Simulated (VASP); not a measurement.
A run of VASP 6.6.1 is set up as follows.

The input INCAR:

```
SYSTEM = Ce2TiN3
  PREC = Accurate
  ENCUT = 520
  EDIFF = 1E-7
  ISMEAR = -1
  SIGMA = 0.1
  LREAL = .FALSE.
  LASPH = .TRUE.
  NELM = 100
  ALGO = Normal
  ISIF = 2
  LWAVE = .FALSE.
  LCHARG = .TRUE.
  GGA = PE
  LELF = .TRUE.
  LVHAR = .TRUE.
  NBANDS = 63
```

KPOINTS

```
regular mesh
0
G
  5 5 5
  0 0 0
```

The input POSCAR:

```
Ce2TiN3
1.0
   -1.8700635875     -5.1532298800      6.2137482645
   -3.7401276700      0.0000000000      0.0000001490
    1.8700635875     -1.7177432900     -6.2137482645
Ce Ti N
4 2 6
Direct
    0.6756354664      0.6487272719      0.9730900102
    0.1756354664      0.6487272719      0.4730900102
    0.8243645336      0.3512727281      0.5269099898
    0.3243645336      0.3512727281      0.0269099898
    1.0000000000      0.0000000000      0.0000000000
    0.5000000000      0.0000000000      0.5000000000
    1.0000000000      0.5000000000      0.0000000000
    0.5000000000      0.5000000000      0.5000000000
    0.5828423053      0.8343166569      0.2514756191
    0.0828423053      0.8343166569      0.7514756191
    0.9171576947      0.1656833431      0.2485243809
    0.4171576947      0.1656833431      0.7485243809
```

Potentials or basis: VASP PAW PBE potentials, release 64 (Ce, Ti_sv, N).

The run is started by

```sh
$ cat potpaw_PBE.64/Ce/POTCAR potpaw_PBE.64/Ti_sv/POTCAR potpaw_PBE.64/N/POTCAR > POTCAR
$ mpirun -np 1 vasp_std > vasp.out
```

Q: Estimate the pressure.

A: 18.6 GPa.

Q: What does it give for the largest force?

A: 0.019 eV/Å.

Stress tensor (GPa, compression positive):
```
28.71  0.00  0.00
 0.00  8.97  0.00
 0.00  0.00 18.10
```

Caveat: the stress differs along the axes, from 9 to 29 GPa; spin-orbit coupling is left out, which moves the levels of the heavy elements; the run has no spin polarisation, though such a crystal can be magnetic; semilocal functionals describe open f shells poorly, which spoils levels, moments and volumes. Spin polarisation is off, so any magnetic state and its effect on volume and gap are missing.
